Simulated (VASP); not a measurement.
Set up this calculation in VASP 6.6.1, as the native input.

```
Task                   : single point
Functional             : PBEsol
Potentials or basis    : VASP PAW PBE potentials, release 64 (Ba_sv)
Cutoff                 : 520 eV
k mesh                 : 16 × 16 × 16
Occupations            : fermi-dirac, width 0.1 eV
Spin                   : no spin polarisation
Dipole correction      : no
Further INCAR settings : ALGO = Normal; EDIFF = 1e-07; NBANDS = 11
```

The structure of Ba lies in POSCAR:

```
Ba
1.0
    0.0000000000      2.7041506443      2.7041506443
    2.7041506443      0.0000000000      2.7041506443
    2.7041506443      2.7041506443      0.0000000000
Ba
1
Direct
    0.0000000000      0.0000000000      0.0000000000
```

This isn't the form of Ba at room conditions, which is bcc.

One way to write it, as run:

INCAR

```
SYSTEM = Ba
ALGO     = Normal         ! electronic algorithm
EDIFF    = 1E-7           ! SCF threshold, eV
ENCUT    = 520            ! plane-wave cutoff, eV
GGA      = PS             ! functional
ISIF     = 2              ! what is computed and relaxed
ISMEAR   = -1             ! smearing method
LASPH    = .TRUE.         ! aspherical terms in the spheres
LCHARG   = .FALSE.        ! write CHGCAR
LREAL    = .FALSE.        ! projectors in reciprocal space
LWAVE    = .FALSE.        ! write WAVECAR
NBANDS   = 11             ! bands
NELM     = 80             ! most SCF steps
PREC     = Accurate       ! precision mode
SIGMA    = 0.1            ! smearing width, eV
```

KPOINTS

```
k-points
0
G
  16 16 16
  0 0 0
```

Potentials or basis: VASP PAW PBE potentials, release 64 (Ba_sv).

Run with:

```console
$ cat potpaw_PBE.64/Ba_sv/POTCAR > POTCAR
$ mpirun -np 1 vasp_std > vasp.out
```

It gave:

```
Pressure               : 5.6 GPa
Band gap on the k mesh : zero (bands 5 and 6 overlap by 1.19 eV)
```

Caveat: the cell stands under pressure; the PAW data sets were made with another functional, which shifts forces and pressure a little; spin-orbit coupling is left out, which moves the levels of the heavy elements.

Wall time 39 s on 1 thread of Intel(R) Xeon(R) Platinum 8259CL CPU @ 2.50GHz (Skylake/Cascade Lake), with other jobs on the host, peak memory 0.2 GiB.
